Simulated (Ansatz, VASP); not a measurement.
Two plane-wave programs on NaHfO

```
Na Hf O
1.0
     3.46547    0.00000    0.00000
     0.00000    3.46547    0.00000
     0.00000    0.00000    3.65501
Na Hf O
1 1 1
Direct
  0.50000 0.50000 0.50000
  0.00000 0.00000 0.00000
  0.50000 0.50000 0.00000
```

Change from the starting cell: species swapped into the MgNiH type (P4/mmm, No. 123).

Alike in both runs: task single point; functional PBE; k mesh 6 × 6 × 6; occupations gaussian, width 0.1 eV; no spin polarisation.

```csv
,VASP,Ansatz
version,VASP 6.6.1,Ansatz 0.2.0
potentials or method,"VASP PAW PBE potentials, release 64 (Na_pv, Hf_pv, O), cutoff 520 eV","scalar-relativistic, plane waves, PAW"
valence electrons in the cell,23,41
```

|  | VASP | Ansatz | Ansatz less VASP |
| --- | --- | --- | --- |
| gap on the k mesh at the Fermi level (eV) | none | none | - |
| pressure (GPa) | 11.9 | 12.0 | +0.04 |
| traceless stress, the component that is largest in VASP (GPa) | 51.48 | 49.47 | -2.003 |

A gap of «none» marks a metal or a gap that the smearing closes. VASP's potentials hold 23 valence electrons a cell and Ansatz's 41, so a difference there can come from the potentials and not from the codes.

Spin-orbit coupling is off throughout.
